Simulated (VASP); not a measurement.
FeO: single point with PBE

Crystal: FeO.

```
Fe O
1.0
     0.00000    2.18261    2.18261
     2.18261    0.00000    2.18261
     2.18261    2.18261    0.00000
Fe O
1 1
Direct
  0.00000 0.00000 0.00000
  0.50000 0.50000 0.50000
```

This cell differs from its parent crystal: volume scaled by 1.040.

```
Program             : VASP 6.6.1
Task                : single point
Functional          : PBE
Potentials or basis : VASP PAW PBE potentials, release 64 (Fe, O)
Cutoff              : 520 eV
k mesh              : 14 × 14 × 14
Occupations         : gaussian, width 0.05 eV
Spin                : collinear spin, ferromagnetic start
Starting moments    : [3.8, 0.0] μB
```

```yaml
Pressure: -6.7 GPa
Band_gap_on_the_k_mesh: zero (filled and empty bands overlap)
Net_moment: 4.00 μB per cell
Site_moments: Fe +3.62; O +0.29 μB
Valence_electrons_inside_the_program's_atomic_spheres: Fe 6.67; O 4.97
```

Levels at points of the mesh, in eV from the Fermi level:
Spin up:
```
           k point  band 6  band 7  band 8  band 9  band 10  band 11  band 12  band 13
(0.00, 0.00, 0.00)   -3.67   -3.66   -3.66   -3.66    -0.11    15.34    16.73    16.73
(0.50, 0.00, 0.00)   -3.09   -2.54   -0.45   -0.45     3.99     8.11    12.28    12.28
(0.50, 0.50, 0.00)   -3.31   -2.89   -2.84   -2.84     5.01     8.50    10.58    14.27
```
Spin down:
```csv
k point,band 1,band 2,band 3,band 4,band 5,band 6,band 7,band 8,band 9,band 10
"(0.00, 0.00, 0.00)",-19.90,-3.12,-3.12,-3.12,-0.68,-0.68,-0.68,0.21,0.21,0.69
"(0.50, 0.00, 0.00)",-18.80,-7.69,-4.92,-4.92,0.37,0.37,0.56,2.64,2.65,4.47
"(0.50, 0.50, 0.00)",-18.78,-6.62,-4.25,-4.25,-1.97,0.69,0.69,0.72,1.05,6.35
```

Run time: 42 s on 1 thread of Intel(R) Xeon(R) 6975P-C (Granite Rapids), with other jobs on the host, peak memory 0.19 GiB.

Caveat: a cell with one magnetic atom can't hold antiferromagnetic order, which such compounds often take; semilocal functionals often make such compounds metallic where correlation or magnetic order opens a gap, which also shifts bond lengths.
